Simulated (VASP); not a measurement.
Mo, 1 atom in the cell. The structure is cubic, space group Im-3m (No. 229). Conventional cell: a = 3.112 Å, b = 3.112 Å, c = 3.112 Å, α = 90.00°, β = 90.00°, γ = 90.00°. Mo (site symmetry m-3m) has 14 Mo at 2.70 to 3.11 Å within 3.6 Å. 

* Program: VASP 6.6.1
* Task: relaxation of cell and atoms
* Functional: LDA
* Potentials or basis: VASP PAW LDA potentials, release 64 (Mo_sv)
* Cutoff: 600 eV
* k mesh: 18 × 18 × 18
* Occupations: gaussian, width 0.1 eV
* Spin: no spin polarisation
* Dipole correction: no
* Further INCAR settings: ALGO = Fast; EDIFF = 1e-06; IBRION = 2; EDIFFG = -0.002; NSW = 100; ISIF = 3

Potentials or basis: VASP PAW LDA potentials, release 64 (Mo_sv).

The run is started by

```bash
$ cat potpaw_LDA.64/Mo_sv/POTCAR > POTCAR
$ mpirun -np 1 vasp_std > vasp.out
```

Hardware: 1 thread of Intel Xeon 6975P-C (shared host).

Problem. Estimate the wall time of this run.

Solution. It took 2.3 min on 1 thread of Intel Xeon 6975P-C, on a shared host, peak memory 0.18 GiB. Counts: scf iterations 99, k points 195, ion steps 32.
